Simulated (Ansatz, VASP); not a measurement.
# SiC: VASP beside Ansatz

```xyz
4
Lattice="3.2151 0.0000 0.0000 -1.6075 2.7843 0.0000 0.0000 0.0000 5.0685" Properties=species:S:1:pos:R:3 pbc="T T T"
Si    0.0000    1.8562    0.0149
Si    1.6075    0.9281    2.5492
C     0.0000    1.8562    1.9365
C     1.6075    0.9281    4.4707
```

Alike in both runs: functional PBE; k mesh 12 × 12 × 6; occupations gaussian, width 0.05 eV; no spin polarisation.

Ansatz relaxed the structure, and its values are those at the end. VASP's run is a single point on that final structure, the one shown.

|  | VASP | Ansatz |
| --- | --- | --- |
| version | VASP 6.6.1 | Ansatz 0.2.0 |
| potentials or method | VASP PAW PBE potentials, release 64 (Si, C), cutoff 520 eV | scalar-relativistic, plane waves, PAW |
| valence electrons in the cell | 16 | 16 |

|  | VASP | Ansatz | Ansatz less VASP |
| --- | --- | --- | --- |
| gap on the k mesh at the Fermi level (eV) | 2.24 | 2.24 | +0.005 |
| least direct gap on the mesh (eV) | 3.34 | 3.34 | -0.003 |
| pressure (GPa) | -14.0 | -14.0 | -0.02 |

Ansatz's warnings: stress scf threshold loose.
